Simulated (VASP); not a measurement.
# ZnS (F-43m) in VASP: single point with PBEsol

Aim: the single point of ZnS with PBEsol.

Program: VASP 6.6.1. These are calculated values, not measurements. Logs are shortened: lines on timing, memory, paths and dates and some standing lists are left out, and cuts for length are marked.

### 1 The cell of the first run

Symmetry: F-43m, No. 216, cubic system. Conventional cell: a = 5.356 Å, b = 5.356 Å, c = 5.356 Å, α = 90.00°, β = 90.00°, γ = 90.00°. Within 3.1 Å of Zn (site symmetry -43m) lie 4 S at 2.32 Å. S (site symmetry -43m) has 4 Zn at 2.32 Å within 3.1 Å.

### 2 Single point, PBEsol

File INCAR:

```
  ALGO = Normal
  EDIFF = 1E-7
  ENCUT = 520
  GGA = PS
  ISIF = 2
  ISMEAR = -1
  LASPH = True
  LCHARG = False
  LREAL = False
  LWAVE = False
  NBANDS = 16
  NELM = 80
  PREC = Accurate
  SIGMA = 0.08
```

File KPOINTS:

```
k-points
0
Gamma
  16 16 16
```

File POSCAR:

```
ZnS
1.0
    0.0000000000      2.6777713895      2.6777713895
    2.6777713895      0.0000000000      2.6777713895
    2.6777713895      2.6777713895      0.0000000000
Zn S
1 1
Direct
    0.7500000000      0.7500000000      0.7500000000
    0.0000000000      0.0000000000      0.0000000000
```

Potentials or basis: VASP PAW PBE potentials, release 64 (Zn, S).

The run is started by

```sh
$ cat potpaw_PBE.64/Zn/POTCAR potpaw_PBE.64/S/POTCAR > POTCAR
$ mpirun -np 1 vasp_std > vasp.out
```

OUTCAR:

```text
EDIFF = 1E-7
   ENCUT = 520
   GGA = PS
   ISIF = 2
   ISMEAR = -1
   LASPH = True
   LREAL = False
   NELM = 80
   PREC = Accurate

 ion  position               nearest neighbor table
   1  0.750  0.750  0.750-   2 2.32   2 2.32   2 2.32   2 2.32
   2  0.000  0.000  0.000-   1 2.32   1 2.32   1 2.32   1 2.32

  LATTYP: Found a face centered cubic cell.
 ALAT       =     5.3555427790

  Lattice vectors:

 A1 = (   0.0000000000,   2.6777713895,   2.6777713895)
 A2 = (   2.6777713895,   0.0000000000,   2.6777713895)
 A3 = (   2.6777713895,   2.6777713895,   0.0000000000)

Analysis of symmetry for initial positions (statically):
=====================================================================
 Subroutine PRICEL returns:
 Original cell was already a primitive cell.

 Routine SETGRP: Setting up the symmetry group for a
 face centered cubic supercell.

 Subroutine GETGRP returns: Found 24 space group operations
 (whereof 24 operations were pure point group operations)
 out of a pool of 48 trial point group operations.

The static configuration has the point symmetry T_d .

Analysis of symmetry for dynamics (positions and initial velocities):
=====================================================================
 Subroutine PRICEL returns:
 Original cell was already a primitive cell.

 Routine SETGRP: Setting up the symmetry group for a
 face centered cubic supercell.

 Subroutine GETGRP returns: Found 24 space group operations
 (whereof 24 operations were pure point group operations)
 out of a pool of 48 trial point group operations.

The dynamic configuration has the point symmetry T_d .

 Subroutine INISYM returns: Found 24 space group operations
 (whereof 24 operations are pure point group operations),
 and found     1 'primitive' translations

----------------------------------------------------------------------------------------

                                     Primitive cell

  volume of cell :      38.4017

  direct lattice vectors                    reciprocal lattice vectors
     0.000000000  2.677771390  2.677771390    -0.186722437  0.186722437  0.186722437
     2.677771390  0.000000000  2.677771390     0.186722437 -0.186722437  0.186722437
     2.677771390  2.677771390  0.000000000     0.186722437  0.186722437 -0.186722437

  length of vectors
[... 72 lines left out ...]
 SYSTEM =  unknown system
   PREC   = accura    normal or accurate (medium, high low for compatibility)
   ISTART =      0    job   : 0-new  1-cont  2-samecut
   ICHARG =      2    charge: 1-file 2-atom 10-const
   ISPIN  =      1    spin polarized calculation?
   LNONCOLLINEAR =      F non collinear calculations
   LSORBIT =      F    spin-orbit coupling
   LASPH  =      T    aspherical Exc in radial PAW
   ENCUT  =  520.0 eV  38.22 Ry    6.18 a.u.   7.04  7.04  7.04*2*pi/ulx,y,z
   NELM   =     80;   NELMIN=  2; NELMDL= -5     # of ELM steps
   EDIFF  = 0.1E-06   stopping-criterion for ELM
   LREAL  =      F    real-space projection
   EDIFFG = 0.1E-05   stopping-criterion for IOM
   NSW    =      0    number of steps for IOM
   IBRION =     -1    ionic relax: 0-MD 1-quasi-New 2-CG
   NFREE  =      0    steps in history (QN), initial steepest desc. (CG)
   ISIF   =      2    stress and relaxation
   ISYM   =      2    0-nonsym 1-usesym 2-fastsym
   POTIM  = 0.5000    time-step for ionic-motion
   TEBEG  =    0.0;   TEEND  =   0.0 temperature during run
   PSTRESS=    0.0 pullay stress
   NELECT =      18.0000    total number of electrons
   NUPDOWN=      -1.0000    fix difference up-down
   EMIN   =  10.00;   EMAX   =-10.00  energy-range for DOS
   EFERMI =   0.00;   METHOD = LEGACY
   ISMEAR =    -1;   SIGMA  =   0.08  broadening in eV -4-tet -1-fermi 0-gaus
   EFERMI_NEDOS =   21; number of points for ismear=-14 and -15
   IALGO  =     38    algorithm
   IMIX   =      4    mixing-type and parameters
     AMIX     =   0.40;   BMIX     =  1.00
     AMIX_MAG =   1.60;   BMIX_MAG =  1.00
  volume/ion in A,a.u.               =      19.20       129.57
  Fermi-wavevector in a.u.,A,eV,Ry     =   1.271693  2.403151 22.003373  1.617202
  Thomas-Fermi vector in A             =   2.404612
   LORBIT       =      0    0 simple, 1 ext, 2 COOP (PROOUT), +10 PAW based schemes
   GGA     = PS    functional components
   LHFCALC =     F    Hartree Fock is set to
   AEXX    =    0.0000 exact exchange contribution
   IVDW    =     0    specifies the selected vdW correction
   LEPSILON=     F    determine dielectric tensor
   LRPA    =     F    only Hartree local field effects (RPA)
 non-spin polarized calculation
  energy-cutoff  :      520.00
  volume of cell :       38.40
 maximum number of plane-waves:      1056
   NGX = 15   NGY = 15   NGZ = 15

 number of electron      18.0000016 magnetization

 Free energy of the ion-electron system (eV)
  ---------------------------------------------------
  ext. energy  EPLUGINS =         0.00000000
  ---------------------------------------------------
  free energy    TOTEN  =        -7.58893989 eV

  energy without entropy =       -7.58893987  energy(sigma->0) =       -7.58893988

 E-fermi :   3.4522     XC(G=0):  -9.9772

 val. band max:        2.2692407560   @ k =   0.0000   0.0000   0.0000
 cond. band min:       4.3645376922   @ k =   0.0000   0.0000   0.0000
 fundamental gap:      2.0952969361
 Fermi energy:         3.4522251647

 k-point     1 :       0.0000    0.0000    0.0000
  band No.  band energies     occupation
      1     -11.0793      2.00000
      2      -4.2155      2.00000
      3      -4.2155      2.00000
      4      -4.2155      2.00000
      5      -3.6838      2.00000
      6      -3.6838      2.00000
[... 433 lines left out ...]
      3      -4.2022      2.00000
      4      -4.1957      2.00000
      5      -3.6894      2.00000
      6      -3.6813      2.00000
[... 8 lines left out ...]
     15      13.7571      0.00000
     16      14.7325      0.00000

 [... further k-points ...]
[... 5 lines left out ...]
  --------------------------------------------------------------------------------------
  -------------------------------------------------------------------------------------
  Total        0.0590936      0.0590936      0.0590936      0.0000000     -0.0000000      0.0000000
  in kB        2.4654756      2.4654756      2.4654756      0.0000000     -0.0000000      0.0000000
  external PRESSURE =       2.4654756 kB  Pullay stress =       0.0000000 kB

 VOLUME and BASIS-vectors are now :
 -----------------------------------------------------------------------------
  energy-cutoff  :      520.00
  volume of cell :       38.40
      direct lattice vectors                 reciprocal lattice vectors
     0.000000000  2.677771390  2.677771390    -0.186722437  0.186722437  0.186722437
     2.677771390  0.000000000  2.677771390     0.186722437 -0.186722437  0.186722437
     2.677771390  2.677771390  0.000000000     0.186722437  0.186722437 -0.186722437

 POSITION                                       TOTAL-FORCE (eV/Angst)
 -----------------------------------------------------------------------------------
      4.01666      4.01666      4.01666         0.000000      0.000000      0.000000
      0.00000      0.00000      0.00000        -0.000000     -0.000000     -0.000000
 -----------------------------------------------------------------------------------
    total drift:                                0.000002      0.000002      0.000002

  FREE ENERGIE OF THE ION-ELECTRON SYSTEM (eV)
  ---------------------------------------------------
  free  energy   TOTEN  =        -7.5889398857 eV

  energy  without entropy=       -7.5889398695  energy(sigma->0) =       -7.58893988
```

stdout:

```text
POSCAR found type information on POSCAR ZnS
 POSCAR found :  2 types and       2 ions
 scaLAPACK will be used
 -----------------------------------------------------------------------------
|                                                                             |
|                                                                             |
|     You enforced a specific xc type in the INCAR file but a different       |
|     I HOPE YOU KNOW WHAT YOU ARE DOING!                                     |
|                                                                             |
 -----------------------------------------------------------------------------

 LDA part: xc-table for (Slater+PW92), standard interpolation
 POSCAR, INCAR and KPOINTS ok, starting setup
 FFT: planning ... GRIDC
 FFT: planning ... GRID_SOFT
 FFT: planning ... GRID
 WAVECAR not read
 entering main loop
```

Run time: 38 s. Hardware: 1 thread of AMD EPYC 9R45 (Zen 5), shared host; peak memory 0.19 GiB.

Results:

```
Free energy            : -7.5889 eV
Pressure               : 0.2 GPa
Band gap on the k mesh : 2.10 eV
```

Levels at points of the mesh, in eV from the valence-band top:
```
           k point  band 6  band 7  band 8  band 9  band 10  band 11  band 12  band 13
(0.00, 0.00, 0.00)   -5.95    0.00    0.00    0.00     2.10     6.29     6.29     6.29
(0.50, 0.00, 0.00)   -5.75   -5.54   -0.92   -0.92     3.25     6.82     6.82     8.80
(0.50, 0.50, 0.00)   -5.73   -4.71   -2.35   -2.35     3.18     3.96    11.03    12.06
```

Caveat: the PAW data sets were made with another functional, which shifts forces and pressure a little.
